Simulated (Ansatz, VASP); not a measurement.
## One calculation of ZnSe, two programs

```
Zn Se
1.0
     0.00000    2.86657    2.86657
     2.86657    0.00000    2.86657
     2.86657    2.86657    0.00000
Zn Se
1 1
Cartesian
  0.0000 0.0000 0.0000
  1.4333 1.4333 1.4333
```

Alike in both runs: task single point; functional PBE; k mesh 6 × 6 × 6; occupations gaussian, width 0.05 eV; no spin polarisation.

|  | VASP | Ansatz |
| --- | --- | --- |
| version | VASP 6.6.1 | Ansatz 0.2.0 |
| potentials or method | VASP PAW PBE potentials, release 64 (Zn, Se), cutoff 500 eV | scalar-relativistic, plane waves, PAW |
| valence electrons in the cell | 18 | 28 |

|  | VASP | Ansatz | Ansatz less VASP |
| --- | --- | --- | --- |
| gap on the k mesh at the Fermi level (eV) | 1.15 | 1.15 | -0.001 |
| least direct gap on the mesh (eV) | 1.15 | 1.15 | -0.001 |
| pressure (GPa) | 0.2 | 0.0 | -0.21 |

With one functional, cell and mesh, what is left measures potentials, basis and numerics. VASP's potentials hold 18 valence electrons a cell and Ansatz's 28, so a difference there can come from the potentials and not from the codes.
